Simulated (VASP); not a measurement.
Here is a VASP 6.6.1 calculation.

The input INCAR:

```
  ALGO = Normal
  EDIFF = 1E-6
  ENCUT = 500
  GGA = PE
  GGA_COMPAT = False
  ISIF = 2
  ISMEAR = 0
  LASPH = True
  LCHARG = False
  LREAL = False
  LWAVE = False
  NBANDS = 11
  NELM = 120
  PREC = Accurate
  SIGMA = 0.02
```

The input KPOINTS:

```
k-points
0
Gamma
  10 10 10
```

POSCAR

```
BAs
1.0
    0.0000000000      2.4045448518      2.4045448518
    2.4045448518      0.0000000000      2.4045448518
    2.4045448518      2.4045448518      0.0000000000
B As
1 1
Direct
    0.0000000000      0.0000000000      0.0000000000
    0.2500000000      0.2500000000      0.2500000000
```

Potentials or basis: VASP PAW PBE potentials, release 64 (B, As).

Run with:

```console
$ cat potpaw_PBE.64/B/POTCAR potpaw_PBE.64/As/POTCAR > POTCAR
$ mpirun -np 1 vasp_std > vasp.out
```

(1) Estimate the band gap on the k mesh.

(2) Estimate the pressure.

Answers

(1) 1.20 eV, indirect (least direct gap 3.25 eV).

(2) 0.6 GPa.
